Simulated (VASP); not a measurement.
# GaN (Fm-3m) in VASP: settings compared, part 2 of 2

VASP 6.6.1. Earlier steps stand in the parts before.

## 3. Single point, r2SCAN (strain -2.8%)

Input file POSCAR:

```
GaN
1.0
    0.0000000000      2.0498986417      2.0498986417
    2.0498986417      0.0000000000      2.0498986417
    2.0498986417      2.0498986417      0.0000000000
Ga N
1 1
Direct
    0.5000000000      0.5000000000      0.5000000000
    0.0000000000      0.0000000000      0.0000000000
```

Input file INCAR.step1:

```
  PREC = Accurate
  ENCUT = 520
  ISMEAR = 0
  SIGMA = 0.01
  LREAL = F
  LASPH = T
  NELM = 80
  NBANDS = 16
  GGA = PE
  ALGO = Normal
  EDIFF = 1E-4
  LWAVE = T
  LCHARG = F
```

Input file INCAR.step2:

```
  PREC = Accurate
  ENCUT = 520
  EDIFF = 1E-6
  ISMEAR = 0
  SIGMA = 0.01
  LREAL = F
  LASPH = T
  NELM = 80
  ALGO = Normal
  ISIF = 2
  LWAVE = F
  LCHARG = T
  METAGGA = R2SCAN
  LMIXTAU = T
  LELF = T
  LVHAR = T
  NBANDS = 16
  ISTART = 1
```

Input file KPOINTS:

```
regular mesh
0
Gamma
  10 10 10
```

Potentials or basis: VASP PAW PBE potentials, release 64 (Ga_d, N).

Started as:

```sh
$ cat potpaw_PBE.64/Ga_d/POTCAR potpaw_PBE.64/N/POTCAR > POTCAR
$ cp INCAR.step1 INCAR
$ mpirun -np 1 vasp_std > vasp.out
$ cp INCAR.step2 INCAR
$ mpirun -np 1 vasp_std > vasp.out
```

OUTCAR:

```text
PREC = Accurate
   ENCUT = 520
   EDIFF = 1E-6
   ISMEAR = 0
   LREAL = F
   LASPH = T
   NELM = 80
   ISIF = 2
   METAGGA = R2SCAN
   ISTART = 1

 ion  position               nearest neighbor table
   1  0.500  0.500  0.500-   2 2.05   2 2.05   2 2.05   2 2.05   2 2.05   2 2.05
   2  0.000  0.000  0.000-   1 2.05   1 2.05   1 2.05   1 2.05   1 2.05   1 2.05

  LATTYP: Found a face centered cubic cell.
 ALAT       =     4.0997972834

  Lattice vectors:

 A1 = (   0.0000000000,   2.0498986417,   2.0498986417)
 A2 = (   2.0498986417,   0.0000000000,   2.0498986417)
 A3 = (   2.0498986417,   2.0498986417,   0.0000000000)

Analysis of symmetry for initial positions (statically):
=====================================================================
 Subroutine PRICEL returns:
 Original cell was already a primitive cell.

 Routine SETGRP: Setting up the symmetry group for a
 face centered cubic supercell.

 Subroutine GETGRP returns: Found 48 space group operations
 (whereof 48 operations were pure point group operations)
 out of a pool of 48 trial point group operations.

The static configuration has the point symmetry O_h .

Analysis of symmetry for dynamics (positions and initial velocities):
=====================================================================
 Subroutine PRICEL returns:
 Original cell was already a primitive cell.

 Routine SETGRP: Setting up the symmetry group for a
 face centered cubic supercell.

 Subroutine GETGRP returns: Found 48 space group operations
 (whereof 48 operations were pure point group operations)
 out of a pool of 48 trial point group operations.

The dynamic configuration has the point symmetry O_h .

 Subroutine INISYM returns: Found 48 space group operations
 (whereof 48 operations are pure point group operations),
 and found     1 'primitive' translations

----------------------------------------------------------------------------------------

[... 111 lines left out ...]
     AMIX     =   0.40;   BMIX     =  1.00
     AMIX_MAG =   1.60;   BMIX_MAG =  1.00
  volume/ion in A,a.u.               =       8.61        58.13
  Fermi-wavevector in a.u.,A,eV,Ry     =   1.661205  3.139223 37.546674  2.759603
  Thomas-Fermi vector in A             =   2.748309
   LORBIT       =      0    0 simple, 1 ext, 2 COOP (PROOUT), +10 PAW based schemes
   METAGGA = R2SCAN    functional components
   LHFCALC =     F    Hartree Fock is set to
   AEXX    =    0.0000 exact exchange contribution
   IVDW    =     0    specifies the selected vdW correction
   LEPSILON=     F    determine dielectric tensor
   LRPA    =     F    only Hartree local field effects (RPA)
 non-spin polarized calculation
 Gauss-broadening in eV      SIGMA  =   0.01
  energy-cutoff  :      520.00
  volume of cell :       17.23
 maximum number of plane-waves:       483
 NGX is ok and might be reduce to    24
   NGX = 11   NGY = 11   NGZ = 11

 number of electron      18.0000000 magnetization

 Free energy of the ion-electron system (eV)
  ---------------------------------------------------
  ext. energy  EPLUGINS =         0.00000000
  ---------------------------------------------------
  free energy    TOTEN  =       -20.85050680 eV

  energy without entropy =      -20.85050680  energy(sigma->0) =      -20.85050680

 E-fermi :   8.8759     XC(G=0): -14.7749

 val. band max:        8.8236856354   @ k =  -0.2000   0.2000   0.0000
 cond. band min:      10.5922935929   @ k =   0.5000   0.5000   0.0000
 fundamental gap:      1.7686079575
 Fermi energy:         8.8759072930

 k-point     1 :       0.0000    0.0000    0.0000
  band No.  band energies     occupation
      1     -10.1830      2.00000
      2      -5.4959      2.00000
      3      -5.4959      2.00000
      4      -5.4959      2.00000
      5      -5.4074      2.00000
      6      -5.4074      2.00000
[... 433 lines left out ...]
      3      -5.3598      2.00000
      4      -5.2826      2.00000
      5      -5.2080      2.00000
      6      -4.4747      2.00000
[... 8 lines left out ...]
     15      35.9585      0.00000
     16      37.8753      0.00000

 [... further k-points ...]

------------------------ aborting loop because EDIFF is reached ----------------------------------------

  FORCE on cell =-STRESS in cart. coord.  units (eV):
  Direction    XX          YY          ZZ          XY          YZ          ZX
  --------------------------------------------------------------------------------------
  -------------------------------------------------------------------------------------
  Total        2.8653607      2.8653607      2.8653607     -0.0000000     -0.0000000      0.0000000
  in kB      266.4788365    266.4788365    266.4788365     -0.0000000     -0.0000000      0.0000000
  external PRESSURE =     266.4788365 kB  Pullay stress =       0.0000000 kB

 VOLUME and BASIS-vectors are now :
 -----------------------------------------------------------------------------
  energy-cutoff  :      520.00
  volume of cell :       17.23
      direct lattice vectors                 reciprocal lattice vectors
     0.000000000  2.049898642  2.049898642    -0.243914499  0.243914499  0.243914499
     2.049898642  0.000000000  2.049898642     0.243914499 -0.243914499  0.243914499
     2.049898642  2.049898642  0.000000000     0.243914499  0.243914499 -0.243914499

 POSITION                                       TOTAL-FORCE (eV/Angst)
 -----------------------------------------------------------------------------------
      2.04990      2.04990      2.04990         0.000000      0.000000      0.000000
      0.00000      0.00000      0.00000        -0.000000     -0.000000     -0.000000
 -----------------------------------------------------------------------------------
    total drift:                                0.000000     -0.000000      0.000000

  FREE ENERGIE OF THE ION-ELECTRON SYSTEM (eV)
  ---------------------------------------------------
  free  energy   TOTEN  =       -20.8505068013 eV

  energy  without entropy=      -20.8505068013  energy(sigma->0) =      -20.85050680
```

OUTCAR.step1:

```text
PREC = Accurate
   ENCUT = 520
   ISMEAR = 0
   LREAL = F
   LASPH = T
[... 677 lines left out ...]
 -----------------------------------------------------------------------------------
      2.04990      2.04990      2.04990         0.000000      0.000000      0.000000
      0.00000      0.00000      0.00000         0.000000      0.000000      0.000000
 -----------------------------------------------------------------------------------
    total drift:                                0.000000     -0.000000      0.000000

  FREE ENERGIE OF THE ION-ELECTRON SYSTEM (eV)
  ---------------------------------------------------
  free  energy   TOTEN  =       -10.9861969618 eV

  energy  without entropy=      -10.9861969618  energy(sigma->0) =      -10.98619696
```

It took 44 s on 1 thread of Intel Xeon Platinum 8559C (Emerald Rapids), shared host; peak memory 0.15 GiB.

Results:

- Free energy: -20.8505 eV
- Pressure: 26.6 GPa
- Band gap on the k mesh: 1.77 eV (least direct gap 4.59 eV)

Levels at points of the mesh, in eV from the valence-band top:
```tsv
k point	band 6	band 7	band 8	band 9	band 10	band 11	band 12	band 13
(0.00, 0.00, 0.00)	-14.23	-0.62	-0.62	-0.62	3.97	16.04	16.04	16.04
(0.50, 0.00, 0.00)	-14.04	-8.82	-0.15	-0.15	5.82	10.41	10.41	11.68
(0.50, 0.50, 0.00)	-11.26	-7.95	-3.46	-3.46	1.77	8.65	14.08	16.98
```

Caveat: the cell differs from its parent crystal (strain -2.8%); the cell stands under pressure; the PAW data sets were made with another functional, which shifts forces and pressure a little. A k mesh can miss the band edges.
